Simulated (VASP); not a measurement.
# LiCl (P6_3mc) in VASP: further runs, part 2 of 2

VASP 6.6.1.

### 3 Relaxation of cell and atoms, PBEsol

This run uses another cell than the first one: it holds 8 atoms, not 12.

The input, INCAR:

```
ALGO = Normal
EDIFF = 1E-7
EDIFFG = -0.01
ENCUT = 600
GGA = PS
IBRION = 2
ISIF = 3
ISMEAR = 0
LASPH = T
LCHARG = F
LREAL = F
LWAVE = F
NELM = 60
NSW = 65
PREC = Accurate
SIGMA = 0.02
```

The input, KPOINTS:

```
k-points
0
Gamma
  9 9 2
```

The input, POSCAR:

```
LiCl
1.0
    3.8814384449      0.0000000000      0.0000000000
   -1.9407192225      3.3614242965      0.0000000000
    0.0000000000      0.0000000000     12.3568594118
Li Cl
4 4
Direct
    0.0000000000      0.0000000000      0.0000000000
    0.3333333333      0.6666666667      0.2500000000
    0.6666666667      0.3333333333      0.5000000000
    0.3333333333      0.6666666667      0.7500000000
    0.0000000000      0.0000000000      0.1875000000
    0.3333333333      0.6666666667      0.4375000000
    0.6666666667      0.3333333333      0.6875000000
    0.3333333333      0.6666666667      0.9375000000
```

Potentials or basis: VASP PAW PBE potentials, release 64 (Li_sv, Cl).

Command:

```bash
$ cat potpaw_PBE.64/Li_sv/POTCAR potpaw_PBE.64/Cl/POTCAR > POTCAR
$ mpirun -np 1 vasp_std > vasp.out
```

OUTCAR:

```text
EDIFF = 1E-7
   EDIFFG = -0.01
   ENCUT = 600
   GGA = PS
   IBRION = 2
   ISIF = 3
   ISMEAR = 0
   LASPH = T
   LREAL = F
   NELM = 60
   NSW = 65
   PREC = Accurate

 ion  position               nearest neighbor table
   1  0.000  0.000  0.000-   5 2.32   8 2.37   8 2.37   8 2.37
   2  0.333  0.667  0.250-   6 2.32   5 2.37   5 2.37   5 2.37
   3  0.667  0.333  0.500-   7 2.32   6 2.37   6 2.37   6 2.37
   4  0.333  0.667  0.750-   8 2.32   7 2.37   7 2.37   7 2.37
   5  0.000  0.000  0.188-   1 2.32   2 2.37   2 2.37   2 2.37
   6  0.333  0.667  0.438-   2 2.32   3 2.37   3 2.37   3 2.37
   7  0.667  0.333  0.688-   3 2.32   4 2.37   4 2.37   4 2.37
   8  0.333  0.667  0.938-   4 2.32   1 2.37   1 2.37   1 2.37

  LATTYP: Found a hexagonal cell.
 ALAT       =     3.8814384449
 C/A-ratio  =     3.1835773225

  Lattice vectors:

 A1 = (   3.8814384449,   0.0000000000,   0.0000000000)
 A2 = (  -1.9407192225,   3.3614242965,   0.0000000000)
 A3 = (   0.0000000000,   0.0000000000,  12.3568594118)

Analysis of symmetry for initial positions (statically):
=====================================================================
 Subroutine PRICEL returns:
 Original cell was already a primitive cell.

 Routine SETGRP: Setting up the symmetry group for a
 hexagonal supercell.

 Subroutine GETGRP returns: Found 12 space group operations
 (whereof  6 operations were pure point group operations)
 out of a pool of 24 trial point group operations.

The static configuration has the point symmetry C_3v.
 The point group associated with its full space group is C_6v.

Analysis of symmetry for dynamics (positions and initial velocities):
=====================================================================
 Subroutine PRICEL returns:
 Original cell was already a primitive cell.

 Routine SETGRP: Setting up the symmetry group for a
 hexagonal supercell.

 Subroutine GETGRP returns: Found 12 space group operations
 (whereof  6 operations were pure point group operations)
 out of a pool of 24 trial point group operations.

The dynamic configuration has the point symmetry C_3v.
 The point group associated with its full space group is C_6v.

 Subroutine INISYM returns: Found 12 space group operations
 (whereof  6 operations are pure point group operations),
 and found     1 'primitive' translations

----------------------------------------------------------------------------------------

                                     Primitive cell

  volume of cell :     161.2219

  direct lattice vectors                    reciprocal lattice vectors
     3.881438445  0.000000000  0.000000000     0.257636444  0.148746471  0.000000000
    -1.940719223  3.361424297  0.000000000     0.000000000  0.297492941  0.000000000
     0.000000000  0.000000000 12.356859412     0.000000000  0.000000000  0.080926712

  length of vectors
     3.881438445  3.881438445 12.356859412     0.297492941  0.297492941  0.080926712

  position of ions in fractional coordinates (direct lattice)
     0.000000000  0.000000000  0.000000000
     0.333333333  0.666666667  0.250000000
     0.666666667  0.333333333  0.500000000
     0.333333333  0.666666667  0.750000000
     0.000000000  0.000000000  0.187500000
     0.333333333  0.666666667  0.437500000
     0.666666667  0.333333333  0.687500000
     0.333333333  0.666666667  0.937500000

  ion indices of the primitive-cell ions
   primitive index   ion index
                 1           1
                 2           2
                 3           3
                 4           4
                 5           5
                 6           6
                 7           7
                 8           8

----------------------------------------------------------------------------------------

 KPOINTS: k-points

Automatic generation of k-mesh.
 Grid dimensions read from file:
 generate k-points for:    9    9    2

 Generating k-lattice:

  Cartesian coordinates                     Fractional coordinates (reciprocal lattice)
     0.028626272  0.016527386  0.000000000     0.111111111  0.000000000  0.000000000
     0.000000000  0.033054771  0.000000000     0.000000000  0.111111111  0.000000000
     0.000000000  0.000000000  0.040463356     0.000000000  0.000000000  0.500000000

  Length of vectors
     0.033054771  0.033054771  0.040463356

  Shift w.r.t. Gamma in fractional coordinates (k-lattice)
     0.000000000  0.000000000  0.000000000

 Subroutine IBZKPT returns following result:
 ===========================================

 Found     24 irreducible k-points:

 Following reciprocal coordinates:
            Coordinates               Weight
  0.000000  0.000000  0.000000      1.000000
  0.111111 -0.000000  0.000000      6.000000
  0.222222 -0.000000  0.000000      6.000000
  0.333333 -0.000000  0.000000      6.000000
  0.444444 -0.000000  0.000000      6.000000
  0.111111  0.111111  0.000000      6.000000
[... 16 lines left out ...]
  0.333333  0.222222  0.500000     12.000000
  0.333333  0.333333  0.500000      2.000000
   k-points           NKPTS =     24   k-points in BZ     NKDIM =     24   number of bands    NBANDS=     25
   number of dos      NEDOS =    301   number of ions     NIONS =      8
   total plane-waves  NPLWV = 102400
   dimension x,y,z NGX =    32 NGY =   32 NGZ =  100
   dimension x,y,z NGXF=    64 NGYF=   64 NGZF=  200
   ions per type =               4   4
   NGX,Y,Z   is equivalent  to a cutoff of  13.71, 13.71, 13.45 a.u.
   NGXF,Y,Z  is equivalent  to a cutoff of  27.41, 27.41, 26.91 a.u.
 SYSTEM =  unknown system
   PREC   = accura    normal or accurate (medium, high low for compatibility)
   ISTART =      0    job   : 0-new  1-cont  2-samecut
   ICHARG =      2    charge: 1-file 2-atom 10-const
   ISPIN  =      1    spin polarized calculation?
   LNONCOLLINEAR =      F non collinear calculations
   LSORBIT =      F    spin-orbit coupling
   LASPH  =      T    aspherical Exc in radial PAW
   ENCUT  =  600.0 eV  44.10 Ry    6.64 a.u.   7.75  7.75 24.68*2*pi/ulx,y,z
   NELM   =     60;   NELMIN=  2; NELMDL= -5     # of ELM steps
   EDIFF  = 0.1E-06   stopping-criterion for ELM
   LREAL  =      F    real-space projection
   EDIFFG = -.1E-01   stopping-criterion for IOM
   NSW    =     65    number of steps for IOM
   IBRION =      2    ionic relax: 0-MD 1-quasi-New 2-CG
   NFREE  =      1    steps in history (QN), initial steepest desc. (CG)
   ISIF   =      3    stress and relaxation
   ISYM   =      2    0-nonsym 1-usesym 2-fastsym
   POTIM  = 0.5000    time-step for ionic-motion
   TEBEG  =    0.0;   TEEND  =   0.0 temperature during run
   PSTRESS=    0.0 pullay stress
   NELECT =      40.0000    total number of electrons
   NUPDOWN=      -1.0000    fix difference up-down
   EMIN   =  10.00;   EMAX   =-10.00  energy-range for DOS
   EFERMI =   0.00;   METHOD = LEGACY
   ISMEAR =     0;   SIGMA  =   0.02  broadening in eV -4-tet -1-fermi 0-gaus
   EFERMI_NEDOS =   21; number of points for ismear=-14 and -15
   IALGO  =     38    algorithm
   IMIX   =      4    mixing-type and parameters
     AMIX     =   0.40;   BMIX     =  1.00
     AMIX_MAG =   1.60;   BMIX_MAG =  1.00
  volume/ion in A,a.u.               =      20.15       136.00
  Fermi-wavevector in a.u.,A,eV,Ry     =   1.028695  1.943952 14.397877  1.058214
  Thomas-Fermi vector in A             =   2.162705
   LORBIT       =      0    0 simple, 1 ext, 2 COOP (PROOUT), +10 PAW based schemes
   GGA     = PS    functional components
   LHFCALC =     F    Hartree Fock is set to
   AEXX    =    0.0000 exact exchange contribution
   IVDW    =     0    specifies the selected vdW correction
   LEPSILON=     F    determine dielectric tensor
   LRPA    =     F    only Hartree local field effects (RPA)
 conjugate gradient relaxation of ions
 non-spin polarized calculation
 Gauss-broadening in eV      SIGMA  =   0.02
  energy-cutoff  :      600.00
  volume of cell :      161.22
 maximum number of plane-waves:      5430
 NGX is ok and might be reduce to    32

--------------------------------------- Ionic step        1  -------------------------------------------

 number of electron      40.0000009 magnetization

 Free energy of the ion-electron system (eV)
  ---------------------------------------------------
  ext. energy  EPLUGINS =         0.00000000
  ---------------------------------------------------
  free energy    TOTEN  =       -30.40258862 eV

  energy without entropy =      -30.40258862  energy(sigma->0) =      -30.40258862

------------------------ aborting loop because EDIFF is reached ----------------------------------------

  FORCE on cell =-STRESS in cart. coord.  units (eV):
  Direction    XX          YY          ZZ          XY          YZ          ZX
  --------------------------------------------------------------------------------------
  -------------------------------------------------------------------------------------
  Total       -0.3537261     -0.3537261      0.7026176      0.0000000      0.0000000      0.0000000
  in kB       -3.5152283     -3.5152283      6.9824118      0.0000000      0.0000000      0.0000000
  external PRESSURE =      -0.0160150 kB  Pullay stress =       0.0000000 kB
[... 155 lines left out ...]
--------------------------------------- Ionic step        5  -------------------------------------------

 number of electron      40.0000009 magnetization

 Free energy of the ion-electron system (eV)
  ---------------------------------------------------
  ext. energy  EPLUGINS =         0.00000000
  ---------------------------------------------------
  free energy    TOTEN  =       -30.41131352 eV

  energy without entropy =      -30.41131352  energy(sigma->0) =      -30.41131352

 E-fermi :  -0.8348     XC(G=0):  -7.9646

 val. band max:       -1.0708487199   @ k =   0.0000   0.0000   0.0000
 cond. band min:       4.7985469981   @ k =   0.0000   0.0000   0.0000
 fundamental gap:      5.8693957180
 Fermi energy:        -0.8348388190

 k-point     1 :       0.0000    0.0000    0.0000
  band No.  band energies     occupation
      1     -43.2432      2.00000
      2     -43.2430      2.00000
      3     -43.2393      2.00000
      4     -43.2390      2.00000
      5     -13.8563      2.00000
      6     -13.7033      2.00000
[... 696 lines left out ...]
  FREE ENERGIE OF THE ION-ELECTRON SYSTEM (eV)
  ---------------------------------------------------
  free  energy   TOTEN  =       -30.4113135156 eV

  energy  without entropy=      -30.4113135156  energy(sigma->0) =      -30.41131352

 reached required accuracy - stopping structural energy minimisation
```

Run time: 5.6 min. Hardware: 1 thread of Oxide Virtual Turin-like, shared host; peak memory 0.32 GiB.

Results:

```yaml
Free_energy: -30.4113 eV
Relaxed_volume: 20.14 Å³/atom
Relaxed_cell: a = 3.862 Å, b = 3.862 Å, c = 12.470 Å, α = 90.00°, β = 90.00°, γ = 120.00°
Space_group_after_relaxing_to_0.1_Å: P6_3mc (No. 186)
Energy_gained_by_relaxing: 1.1 meV/atom
Ionic_steps: 5
Pressure_after_relaxing: 0.0 GPa
Largest_force_after_relaxing: 0.009 eV/Å
Band_gap_on_the_k_mesh: 5.87 eV
```

Forces in eV/Å, atoms in the order of the input:
```
Li   0.000  0.000  0.009
Li   0.000  0.000 -0.009
Li   0.000  0.000  0.009
Li   0.000  0.000 -0.009
Cl   0.000  0.000  0.002
Cl   0.000  0.000 -0.002
Cl   0.000  0.000  0.002
Cl   0.000  0.000 -0.002
```

Step by step:
```
step  energy change (eV)  largest force (eV/Å)  pressure (GPa)  volume (Å³)
   1              0.0000                0.1151            0.00       161.22
   2             -0.0061                0.0661           -0.02       161.22
   3             -0.0087                0.0136           -0.03       161.20
   4             -0.0087                0.0121           -0.03       161.20
   5             -0.0087                0.0094           -0.01       161.09
```

Final structure:
```xyz
8
Lattice="3.8623 0.0000 0.0000 -1.9311 3.3448 0.0000 0.0000 0.0000 12.4700" Properties=species:S:1:pos:R:3 pbc="T T T"
Li   -1.9311    3.3448   12.4628
Li    0.0000    2.2299    3.1044
Li    1.9311    1.1149    6.2279
Li    0.0000    2.2299    9.3394
Cl    0.0000    0.0000    2.3484
Cl    0.0000    2.2299    5.4655
Cl    1.9311    1.1149    8.5834
Cl    0.0000    2.2299   11.7005
```

Caveat: the cutoff is under 1.25 times the usual one of these potentials, so pressure, stress and relaxed cells hold a basis-set (Pulay) error; the PAW data sets were made with another functional, which shifts forces and pressure a little; an odd mesh through Γ misses points on the zone boundary, where band edges can lie.
